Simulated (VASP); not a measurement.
Set up this calculation in VASP 6.6.1, as the native input.

```
Task                               : single point
Functional                         : r2SCAN50
Potentials or basis                : VASP PAW PBE potentials, release 64 (Te, Ti_sv)
Cutoff                             : 520 eV
k mesh                             : 4 × 4 × 2
Occupations                        : fermi-dirac, width 0.05 eV
Spin                               : no spin polarisation
Dipole correction                  : no
Grid for exact exchange (PRECFOCK) : Normal
Further INCAR settings             : ALGO = Normal; EDIFF = 1e-06; NBANDS = 19
```

Crystal: TiTe2.

```
Te Ti
1.0
     3.77700    0.00000    0.00000
    -1.88850    3.27098    0.00000
     0.00000    0.00000    6.49800
Te Ti
2 1
Direct
  0.33333 0.66667 0.73720
  0.66667 0.33333 0.26280
  0.00000 0.00000 0.00000
```

One way to write it, as run:

POSCAR

```
TiTe2
1.0
    3.7770000000      0.0000000000      0.0000000000
   -1.8885000000      3.2709779501      0.0000000000
    0.0000000000      0.0000000000      6.4980000000
Te Ti
2 1
Direct
    0.3333333333      0.6666666667      0.7372000000
    0.6666666667      0.3333333333      0.2628000000
    0.0000000000      0.0000000000      0.0000000000
```

INCAR.step1

```
PREC = Accurate ; ENCUT = 520
EDIFF = 1E-5 ; ISMEAR = -1
SIGMA = 0.05 ; LREAL = F
LASPH = T ; NELM = 100
ALGO = Normal ; ISIF = 2
LWAVE = T ; LCHARG = F
GGA = PE ; NBANDS = 19
```

INCAR.step2

```
PREC = Accurate ; ENCUT = 520
EDIFF = 1E-6 ; ISMEAR = -1
SIGMA = 0.05 ; LREAL = F
LASPH = T ; NELM = 100
ALGO = Normal ; ISIF = 2
LWAVE = F ; LCHARG = F
METAGGA = R2SCAN ; LHFCALC = T
AEXX = 0.5 ; LMIXTAU = T
PRECFOCK = Normal ; ISTART = 1
NBANDS = 19
```

KPOINTS

```
regular mesh
0
Gamma
  4 4 2
```

Potentials or basis: VASP PAW PBE potentials, release 64 (Te, Ti_sv).

Command:

```console
$ cat potpaw_PBE.64/Te/POTCAR potpaw_PBE.64/Ti_sv/POTCAR > POTCAR
$ cp INCAR.step1 INCAR
$ mpirun -np 1 vasp_std > vasp.out
$ cp INCAR.step2 INCAR
$ mpirun -np 1 vasp_std > vasp.out
```

Results of the run:

| Property | Result |
| --- | --- |
| Pressure | -2.0 GPa |
| Largest force | 0.695 eV/Å |
| Band gap on the k mesh | zero (band 12 reaches 8.24 eV, above the bottom of band 13 at 6.42 eV) |

Caveat: the k points lie up to 0.48 Å⁻¹ apart; the PAW data sets were made with another functional, which shifts forces and pressure a little; spin-orbit coupling is left out, which moves the levels of the heavy elements.

Wall time 28 min on 1 thread of Intel(R) Xeon(R) Platinum 8488C (Sapphire Rapids), with other jobs on the host, peak memory 0.22 GiB.
